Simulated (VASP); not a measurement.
HfN:

```
CELL_PARAMETERS angstrom
0.00000 2.25600 2.25600
2.25600 0.00000 2.25600
2.25600 2.25600 0.00000
ATOMIC_POSITIONS crystal
Hf 0.00000 0.00000 0.00000
N 0.50000 0.50000 0.50000
```

Base run:

* Program: VASP 6.6.1
* Functional: r2SCAN
* Potentials or basis: VASP PAW PBE potentials, release 64 (Hf_pv, N)
* Cutoff: 660 eV
* k mesh: 7 × 7 × 7
* Occupations: methfessel-paxton, width 0.1 eV
* Spin: no spin polarisation

Its results: pressure 0.1 GPa.

Question: The run is repeated on the same cell with these changes: k mesh from 7 × 7 × 7 to 3 × 3 × 3. What comes out?

Answer: Pressure 2.1 GPa.

Caveats: some runs use coarse meshes; the PAW data sets were made with another functional, which shifts forces and pressure a little.
